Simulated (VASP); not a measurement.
Write the native input for VASP 6.6.1 that does the following.

```yaml
Task: single point
Functional: PBE
Potentials_or_basis: VASP PAW PBE potentials, release 64 (W_sv, C)
Cutoff: 520 eV
k_mesh: 24 × 24 × 24
Occupations: gaussian, width 0.15 eV
Spin: no spin polarisation
Dipole_correction: no
Further_INCAR_settings: ALGO = Normal; EDIFF = 1e-07; NBANDS = 16
```

The structure of WC lies in POSCAR:

```
WC
1.0
    0.0000000000      2.0586102062      2.1900108577
    2.1900108577      0.0000000000      2.1900108577
    2.1900108577      2.0586102062      0.0000000000
W C
1 1
Direct
    0.0000000000      0.0000000000      0.0000000000
    0.5000000000      0.5000000000      0.5000000000
```

This cell differs from its parent crystal: strain -0.0600 x Voigt [0, 1, 0, 0, 0, 0].

The input as run:

INCAR

```
PREC = Accurate ; ENCUT = 520
EDIFF = 1E-7 ; ISMEAR = 0
SIGMA = 0.15 ; LREAL = F
LASPH = T ; NELM = 100
ALGO = Normal ; ISIF = 2
LWAVE = F ; LCHARG = T
GGA = PE ; LELF = T
LVHAR = T ; NBANDS = 16
```

KPOINTS

```
regular mesh
0
Gamma
  24 24 24
```

Potentials or basis: VASP PAW PBE potentials, release 64 (W_sv, C).

Command:

```console
$ cat potpaw_PBE.64/W_sv/POTCAR potpaw_PBE.64/C/POTCAR > POTCAR
$ mpirun -np 1 vasp_std > vasp.out
```

It gave:

* Pressure: 30.6 GPa
* Band gap on the k mesh: zero (band 9 reaches 14.71 eV, above the bottom of band 10 at 11.29 eV)

Caveat: the cell differs from its parent crystal (strain -0.0600 x Voigt [0, 1, 0, 0, 0, 0]); spin-orbit coupling is left out, which moves the levels of the heavy elements.

Run time: 4 min on 1 thread of AMD EPYC 9R45 96-Core Processor (Zen 5), on a shared host, peak memory 0.39 GiB.
